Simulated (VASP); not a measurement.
The system is CsPbCl3.

```
Pb Cs Cl
1.0
     5.60500    0.00000    0.00000
     0.00000    5.60500    0.00000
     0.00000    0.00000    5.60500
Pb Cs Cl
1 1 3
Direct
  0.50000 0.50000 0.50000
  0.00000 0.00000 0.00000
  0.50000 0.00000 0.50000
  0.00000 0.50000 0.50000
  0.50000 0.50000 0.00000
```

Base run:

```yaml
Program: VASP 6.6.1
Functional: revPBE
Potentials_or_basis: VASP PAW PBE potentials, release 64 (Pb_d, Cs_sv, Cl)
Cutoff: 520 eV
k_mesh: 5 × 5 × 5
Occupations: fermi-dirac, width 0.05 eV
Spin: no spin polarisation
```

Its results: band gap on the k mesh 3.04 eV; pressure 2.9 GPa.

**Question.** After a change of settings the same cell gave: band gap on the k mesh 2.30 eV; pressure 1.7 GPa. Which change was it?
A. functional from revPBE to PBE; k mesh from 5 × 5 × 5 to 9 × 9 × 9
B. functional from revPBE to LDA; potentials or basis from VASP PAW PBE potentials, release 64 (Pb_d, Cs_sv, Cl) to VASP PAW LDA potentials, release 64 (Pb_d, Cs_sv, Cl)
C. functional from revPBE to BLYP
D. functional from revPBE to RPBE; further incar settings from ALGO = Normal; EDIFF = 1e-06; NBANDS = 30 to ALGO = Normal; EDIFF = 1e-07; NBANDS = 30

**Answer.** A.

Caveats: spin-orbit coupling is left out, which moves the levels of the heavy elements; an odd mesh through Γ misses points on the zone boundary, where band edges can lie; the PAW data sets were made with another functional, which shifts forces and pressure a little (at least some runs).
